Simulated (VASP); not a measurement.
A run of VASP 6.6.1 is set up as follows.

File INCAR:

```
  ALGO = Normal
  EDIFF = 1E-6
  ENCUT = 750
  GGA = CA
  GGA_COMPAT = F
  ISIF = 2
  ISMEAR = 0
  LASPH = T
  LCHARG = F
  LREAL = F
  LWAVE = F
  NBANDS = 12
  NELM = 120
  PREC = Accurate
  SIGMA = 0.01
```

File KPOINTS:

```
k-points
0
Gamma
  4 4 4
```

Contents of POSCAR:

```
LiCl
1.0
    0.0000000000      2.5560252063      2.5560252063
    2.5560252063      0.0000000000      2.5560252063
    2.5560252063      2.5560252063      0.0000000000
Li Cl
1 1
Direct
    0.0000000000      0.0000000000      0.0000000000
    0.5000000000      0.5000000000      0.5000000000
```

Potentials or basis: VASP PAW LDA potentials, release 64 (Li_sv, Cl).

Command:

```bash
$ cat potpaw_LDA.64/Li_sv/POTCAR potpaw_LDA.64/Cl/POTCAR > POTCAR
$ mpirun -np 1 vasp_std > vasp.out
```

Problem. What does it give for the band gap on the k mesh?

Solution. 6.05 eV, direct.

Problem. Predict the pressure.

Solution. -2.9 GPa.

Caveat: the k points lie up to 0.53 Å⁻¹ apart. A k mesh can miss the band edges.
